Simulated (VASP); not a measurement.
Here is a VASP 6.6.1 calculation.

The input INCAR:

```
ALGO = Normal
EDIFF = 1E-6
ENCUT = 400
GGA = PE
GGA_COMPAT = F
ISIF = 2
ISMEAR = -1
ISPIN = 2
LASPH = T
LCHARG = T
LELF = T
LORBIT = 11
LREAL = F
LVHAR = T
LWAVE = F
MAGMOM = 0 0 0 0 0 0 0 0 0 0 0 0 0 0 0 0 1
NBANDS = 56
NELM = 200
PREC = Accurate
SIGMA = 0.05
```

The input KPOINTS:

```
k-points
0
Gamma
  2 2 2
```

POSCAR

```
GaSi16
1.0
    0.0000000000      5.4300000000      5.4300000000
    5.4300000000      0.0000000000      5.4300000000
    5.4300000000      5.4300000000      0.0000000000
Si Ga
16 1
Direct
   -0.0757274401      0.0625782689      0.0498710866
   -0.0332412523      0.2184346225      0.2104604052
   -0.1913075506      0.0800552486      0.5904788214
   -0.0476795580      0.2146961326      0.6847697974
   -0.1361233886      0.6481491713     -0.0078913444
    0.0346593002      0.6915837937      0.1445119705
   -0.1198066298      0.5858471455      0.5051657459
    0.0041620626      0.7257826888      0.6291712707
    0.3694659300      0.0697974217     -0.0286187845
    0.5470810313      0.1865837937      0.0356077348
    0.2387476980      0.0550828729      0.3469244936
    0.3718692449      0.2416482505      0.6307642726
    0.4255064457      0.5509944751     -0.0511233886
    0.5316482505      0.6726058932      0.0722007366
    0.3429558011      0.5793278085      0.4206169429
    0.4782320442      0.6572928177      0.5680294659
    0.5992633517      0.9889134438      0.4734622468
```

Potentials or basis: VASP PAW PBE potentials, release 64 (Si, Ga_d).

Launch:

```bash
$ cat potpaw_PBE.64/Si/POTCAR potpaw_PBE.64/Ga_d/POTCAR > POTCAR
$ mpirun -np 1 vasp_std > vasp.out
```

(1) What does it give for the largest force?

(2) Predict the net moment.

(3) Predict the pressure.

Answers

(1) 2.749 eV/Å.

(2) 0.00 μB per cell.

(3) 3.1 GPa.

Caveat: the k points lie up to 0.50 Å⁻¹ apart; the atoms stand as in a frame of molecular dynamics.
